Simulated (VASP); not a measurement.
# Ta (Cmce) in VASP: a series of runs

Runs on Ta. Level: PBEsol. Tasks: single point, relaxation of cell and atoms.

Program: VASP 6.6.1. These are calculated values, not measurements. Logs are shortened: lines on timing, memory, paths and dates and some standing lists are left out, and cuts for length are marked.

### 1 The cell of the first run

Symmetry: Cmce, No. 64, orthorhombic system. Conventional cell: a = 4.511 Å, b = 7.646 Å, c = 4.517 Å, α = 90.00°, β = 90.00°, γ = 90.00°. Within 3.2 Å of Ta (site symmetry m) lie 7 Ta at 2.44 to 2.80 Å.

### 2 Single point, PBEsol

File INCAR:

```
PREC     = Accurate       # precision mode
ENCUT    = 520            # plane-wave cutoff, eV
EDIFF    = 1E-6           # SCF threshold, eV
ISMEAR   = 0              # smearing method
SIGMA    = 0.1            # smearing width, eV
LREAL    = False          # projectors in reciprocal space
LASPH    = True           # aspherical terms in the spheres
NELM     = 100            # most SCF steps
ALGO     = Normal         # electronic algorithm
ISIF     = 2              # what is computed and relaxed
LWAVE    = False          # write WAVECAR
LCHARG   = True           # write CHGCAR
GGA      = PS             # functional
LELF     = True           # ELF
LVHAR    = True         
NBANDS   = 30             # bands
```

File KPOINTS:

```
Automatic mesh
0
Gamma
  6 6 4
```

File POSCAR:

```
Ta
1.0
    2.2557423058     -3.8230648856      0.0000000000
    2.2557423058      3.8230648856      0.0000000000
    0.0000000000      0.0000000000      4.5174856554
Ta
4
Direct
    0.1525000000      0.8475000000      0.0785000000
    0.6525000000      0.3475000000      0.4215000000
    0.8475000000      0.1525000000      0.9215000000
    0.3475000000      0.6525000000      0.5785000000
```

Potentials or basis: VASP PAW PBE potentials, release 64 (Ta_pv).

Launch:

```bash
> cat potpaw_PBE.64/Ta_pv/POTCAR > POTCAR
> mpirun -np 1 vasp_std > vasp.out
```

OUTCAR:

```text
PREC = Accurate
   ENCUT = 520
   EDIFF = 1E-6
   ISMEAR = 0
   LREAL = False
   LASPH = True
   NELM = 100
   ISIF = 2
   GGA = PS

 ion  position               nearest neighbor table
   1  0.153  0.847  0.078-   3 2.44   4 2.71   4 2.71   2 2.74   2 2.74   3 2.80   3 2.80
   2  0.653  0.347  0.422-   4 2.44   3 2.71   3 2.71   1 2.74   1 2.74   4 2.80   4 2.80
   3  0.847  0.153  0.922-   1 2.44   2 2.71   2 2.71   4 2.74   4 2.74   1 2.80   1 2.80
   4  0.347  0.653  0.578-   2 2.44   1 2.71   1 2.71   3 2.74   3 2.74   2 2.80   2 2.80

  LATTYP: Found a base centered orthorhombic cell.
 ALAT       =     4.5114846116
 B/A-ratio  =     1.6948145521
 C/A-ratio  =     1.0013301705

  Lattice vectors:

 A1 = (   2.2557423058,  -3.8230648856,   0.0000000000)
 A2 = (   2.2557423058,   3.8230648856,   0.0000000000)
 A3 = (   0.0000000000,   0.0000000000,   4.5174856554)

Analysis of symmetry for initial positions (statically):
=====================================================================
 Subroutine PRICEL returns:
 Original cell was already a primitive cell.

 Routine SETGRP: Setting up the symmetry group for a
 base centered orthorhombic supercell.

 Subroutine GETGRP returns: Found  8 space group operations
 (whereof  4 operations were pure point group operations)
 out of a pool of  8 trial point group operations.

The static configuration has the point symmetry C_2h.
 The point group associated with its full space group is D_2h.

Analysis of symmetry for dynamics (positions and initial velocities):
=====================================================================
 Subroutine PRICEL returns:
 Original cell was already a primitive cell.

 Routine SETGRP: Setting up the symmetry group for a
 base centered orthorhombic supercell.

 Subroutine GETGRP returns: Found  8 space group operations
 (whereof  4 operations were pure point group operations)
 out of a pool of  8 trial point group operations.

The dynamic configuration has the point symmetry C_2h.
 The point group associated with its full space group is D_2h.

 Subroutine INISYM returns: Found  8 space group operations
 (whereof  4 operations are pure point group operations),
 and found     1 'primitive' translations

----------------------------------------------------------------------------------------

                                     Primitive cell

  volume of cell :      77.9162

  direct lattice vectors                    reciprocal lattice vectors
     2.255742306 -3.823064886  0.000000000     0.221656525 -0.130785120  0.000000000
     2.255742306  3.823064886  0.000000000     0.221656525  0.130785120  0.000000000
     0.000000000  0.000000000  4.517485655     0.000000000  0.000000000  0.221362075

  length of vectors
     4.438941143  4.438941143  4.517485655     0.257364260  0.257364260  0.221362075

  position of ions in fractional coordinates (direct lattice)
     0.152500000  0.847500000  0.078500000
     0.652500000  0.347500000  0.421500000
     0.847500000  0.152500000  0.921500000
     0.347500000  0.652500000  0.578500000

  ion indices of the primitive-cell ions
   primitive index   ion index
                 1           1
                 2           2
                 3           3
                 4           4

----------------------------------------------------------------------------------------

 KPOINTS: Automatic mesh

Automatic generation of k-mesh.
 Grid dimensions read from file:
 generate k-points for:    6    6    4

 Generating k-lattice:

  Cartesian coordinates                     Fractional coordinates (reciprocal lattice)
     0.036942754 -0.021797520  0.000000000     0.166666667 -0.000000000  0.000000000
     0.036942754  0.021797520  0.000000000    -0.000000000  0.166666667  0.000000000
     0.000000000  0.000000000  0.055340519     0.000000000  0.000000000  0.250000000

  Length of vectors
     0.042894043  0.042894043  0.055340519

  Shift w.r.t. Gamma in fractional coordinates (k-lattice)
     0.000000000  0.000000000  0.000000000

 Subroutine IBZKPT returns following result:
 ===========================================

 Found     39 irreducible k-points:

 Following reciprocal coordinates:
            Coordinates               Weight
  0.000000  0.000000  0.000000      1.000000
  0.166667  0.000000  0.000000      4.000000
  0.333333 -0.000000  0.000000      4.000000
  0.500000  0.000000  0.000000      2.000000
  0.166667  0.166667  0.000000      2.000000
  0.333333  0.166667  0.000000      4.000000
[... 16 lines left out ...]
  0.333333  0.333333  0.250000      4.000000
  0.500000  0.333333  0.250000      8.000000
 [... further k-points ...]
   k-points           NKPTS =     39   k-points in BZ     NKDIM =     39   number of bands    NBANDS=     30
   number of dos      NEDOS =    301   number of ions     NIONS =      4
   total plane-waves  NPLWV =  46656
   dimension x,y,z NGX =    36 NGY =   36 NGZ =   36
   dimension x,y,z NGXF=    72 NGYF=   72 NGZF=   72
   ions per type =               4
   NGX,Y,Z   is equivalent  to a cutoff of  13.48, 13.48, 13.25 a.u.
   NGXF,Y,Z  is equivalent  to a cutoff of  26.97, 26.97, 26.50 a.u.
 SYSTEM =  unknown system
   PREC   = accura    normal or accurate (medium, high low for compatibility)
   ISTART =      0    job   : 0-new  1-cont  2-samecut
   ICHARG =      2    charge: 1-file 2-atom 10-const
   ISPIN  =      1    spin polarized calculation?
   LNONCOLLINEAR =      F non collinear calculations
   LSORBIT =      F    spin-orbit coupling
   LASPH  =      T    aspherical Exc in radial PAW
   ENCUT  =  520.0 eV  38.22 Ry    6.18 a.u.   8.25  8.25  8.40*2*pi/ulx,y,z
   NELM   =    100;   NELMIN=  2; NELMDL= -5     # of ELM steps
   EDIFF  = 0.1E-05   stopping-criterion for ELM
   LREAL  =      F    real-space projection
   EDIFFG = 0.1E-04   stopping-criterion for IOM
   NSW    =      0    number of steps for IOM
   IBRION =     -1    ionic relax: 0-MD 1-quasi-New 2-CG
   NFREE  =      0    steps in history (QN), initial steepest desc. (CG)
   ISIF   =      2    stress and relaxation
   ISYM   =      2    0-nonsym 1-usesym 2-fastsym
   POTIM  = 0.5000    time-step for ionic-motion
   TEBEG  =    0.0;   TEEND  =   0.0 temperature during run
   PSTRESS=    0.0 pullay stress
   NELECT =      44.0000    total number of electrons
   NUPDOWN=      -1.0000    fix difference up-down
   EMIN   =  10.00;   EMAX   =-10.00  energy-range for DOS
   EFERMI =   0.00;   METHOD = LEGACY
   ISMEAR =     0;   SIGMA  =   0.10  broadening in eV -4-tet -1-fermi 0-gaus
   EFERMI_NEDOS =   21; number of points for ismear=-14 and -15
   IALGO  =     38    algorithm
   IMIX   =      4    mixing-type and parameters
     AMIX     =   0.40;   BMIX     =  1.00
     AMIX_MAG =   1.60;   BMIX_MAG =  1.00
  volume/ion in A,a.u.               =      19.48       131.45
  Fermi-wavevector in a.u.,A,eV,Ry     =   1.353162  2.557105 24.912907  1.831047
  Thomas-Fermi vector in A             =   2.480440
   LORBIT       =      0    0 simple, 1 ext, 2 COOP (PROOUT), +10 PAW based schemes
   GGA     = PS    functional components
   LHFCALC =     F    Hartree Fock is set to
   AEXX    =    0.0000 exact exchange contribution
   IVDW    =     0    specifies the selected vdW correction
   LEPSILON=     F    determine dielectric tensor
   LRPA    =     F    only Hartree local field effects (RPA)
 non-spin polarized calculation
 Gauss-broadening in eV      SIGMA  =   0.10
  energy-cutoff  :      520.00
  volume of cell :       77.92
 maximum number of plane-waves:      2115
 NGX is ok and might be reduce to    36
   NGX = 17   NGY = 17   NGZ = 17

 number of electron      44.0000002 magnetization

 Free energy of the ion-electron system (eV)
  ---------------------------------------------------
  ext. energy  EPLUGINS =         0.00000000
  ---------------------------------------------------
  free energy    TOTEN  =       -44.18036168 eV

  energy without entropy =      -44.14919551  energy(sigma->0) =      -44.16477859

 E-fermi :   4.7310     XC(G=0): -12.1112

 val. band max:        4.7173787348   @ k =   0.0000   0.0000   0.5000
 cond. band min:       4.7393034364   @ k =   0.3333  -0.0000   0.0000
 fundamental gap:      0.0219247016
 Fermi energy:         4.7310215993

 k-point     1 :       0.0000    0.0000    0.0000
  band No.  band energies     occupation
      1     -29.9392      2.00000
      2     -29.5599      2.00000
      3     -29.5588      2.00000
      4     -29.5278      2.00000
      5     -29.0861      2.00000
      6     -28.9945      2.00000
[... 22 lines left out ...]
     29       7.5885      0.00000
     30       9.0779      0.00000

 k-point     2 :       0.1667    0.0000    0.0000
  band No.  band energies     occupation
      1     -29.9230      2.00000
      2     -29.5855      2.00000
      3     -29.5623      2.00000
      4     -29.4680      2.00000
      5     -29.2774      2.00000
      6     -28.7891      2.00000
[... 22 lines left out ...]
     29       7.8195      0.00000
     30       9.4788      0.00000

 k-point     3 :       0.3333   -0.0000    0.0000
  band No.  band energies     occupation
      1     -29.8693      2.00000
      2     -29.6664      2.00000
      3     -29.5641      2.00000
      4     -29.4612      2.00000
      5     -29.2730      2.00000
      6     -28.7650      2.00000
[... 22 lines left out ...]
     29       8.4341      0.00000
     30       9.0756      0.00000

 k-point     4 :       0.5000    0.0000    0.0000
  band No.  band energies     occupation
      1     -29.7758      2.00000
      2     -29.7758      2.00000
      3     -29.5424      2.00000
      4     -29.5424      2.00000
      5     -29.0181      2.00000
      6     -29.0181      2.00000
[... 616 lines left out ...]
     29       8.0486      0.00000
     30       8.9903      0.00000

 k-point    23 :       0.3333    0.3333    0.2500
  band No.  band energies     occupation
      1     -29.8724      2.00000
      2     -29.8206      2.00000
      3     -29.4835      2.00000
      4     -29.2504      2.00000
      5     -29.2091      2.00000
      6     -28.8912      2.00000
[... 22 lines left out ...]
     29       8.2206      0.00000
     30       8.7032      0.00000

 k-point    24 :       0.5000    0.3333    0.2500
  band No.  band energies     occupation
      1     -29.8017      2.00000
      2     -29.7930      2.00000
      3     -29.4844      2.00000
      4     -29.4035      2.00000
      5     -29.1036      2.00000
      6     -28.9298      2.00000
[... 22 lines left out ...]
     29       8.1171      0.00000
     30       9.3253      0.00000

 [... further k-points ...]

------------------------ aborting loop because EDIFF is reached ----------------------------------------

  FORCE on cell =-STRESS in cart. coord.  units (eV):
  Direction    XX          YY          ZZ          XY          YZ          ZX
  --------------------------------------------------------------------------------------
  -------------------------------------------------------------------------------------
  Total        5.9230100     15.0813767      1.8275214      0.0000000      0.0000000      0.0000000
  in kB      121.7937823    310.1156189     37.5789926      0.0000000      0.0000000      0.0000000
  external PRESSURE =     156.4961313 kB  Pullay stress =       0.0000000 kB

 VOLUME and BASIS-vectors are now :
 -----------------------------------------------------------------------------
  energy-cutoff  :      520.00
  volume of cell :       77.92
      direct lattice vectors                 reciprocal lattice vectors
     2.255742306 -3.823064886  0.000000000     0.221656525 -0.130785120  0.000000000
     2.255742306  3.823064886  0.000000000     0.221656525  0.130785120  0.000000000
     0.000000000  0.000000000  4.517485655     0.000000000  0.000000000  0.221362075

 POSITION                                       TOTAL-FORCE (eV/Angst)
 -----------------------------------------------------------------------------------
      2.25574      2.65703      0.35462         0.000000     -2.037504     -0.101310
      2.25574     -1.16603      1.90412         0.000000     -2.037504      0.101310
      2.25574     -2.65703      4.16286         0.000000      2.037504      0.101310
      2.25574      1.16603      2.61337         0.000000      2.037504     -0.101310
 -----------------------------------------------------------------------------------
    total drift:                                0.000000      0.000000     -0.000000

  FREE ENERGIE OF THE ION-ELECTRON SYSTEM (eV)
  ---------------------------------------------------
  free  energy   TOTEN  =       -44.1803616771 eV

  energy  without entropy=      -44.1491955105  energy(sigma->0) =      -44.16477859
```

Wall time 73 s (1 thread of Intel Xeon Platinum 8259CL at 2.50GHz (Skylake/Cascade Lake), shared host); peak memory 0.23 GiB.

What came out:

* Free energy: -44.1804 eV
* Pressure: 15.6 GPa
* Largest force: 2.040 eV/Å
* Band gap on the k mesh: zero (band 22 reaches 5.30 eV, above the bottom of band 23 at 4.15 eV)

Forces on the atoms (eV/Å):
```
Ta   0.000 -2.038 -0.101
Ta   0.000 -2.038  0.101
Ta   0.000  2.038  0.101
Ta   0.000  2.038 -0.101
```

Caveat: the PAW data sets were made with another functional, which shifts forces and pressure a little; spin-orbit coupling is left out, which moves the levels of the heavy elements.

(Part 1 of 2 ends here.)
